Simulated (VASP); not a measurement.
P:

```
P
1.0
     1.62547   -5.39118    0.00000
     1.62547    5.39118    0.00000
     0.00000    0.00000    4.48223
P
4
Direct
  0.90414 0.09586 0.58882
  0.09586 0.90414 0.41118
  0.59586 0.40414 0.08882
  0.40414 0.59586 0.91118
```

Base run:

```yaml
Program: VASP 6.6.1
Functional: r2SCAN
Potentials_or_basis: VASP PAW PBE potentials, release 64 (P)
Cutoff: 520 eV
k_mesh: 8 × 8 × 6
Occupations: fermi-dirac, width 0.05 eV
Spin: no spin polarisation
```

Its results: band gap on the k mesh 0.19 eV; pressure 3.5 GPa; largest force 0.343 eV/Å.

**Question.** The run is repeated on the same cell with these changes: functional from r2SCAN to PBE; further incar settings from ALGO = Normal; EDIFF = 1e-07; NBANDS = 18 to ALGO = Normal; EDIFF = 1e-06; NBANDS = 18. What comes out?

**Answer.** Band gap on the k mesh 0.05 eV; pressure 5.1 GPa; largest force 0.647 eV/Å.

Caveats: the cell stands under pressure; the PAW data sets were made with another functional, which shifts forces and pressure a little (at least some runs).

A k mesh can miss the band edges.
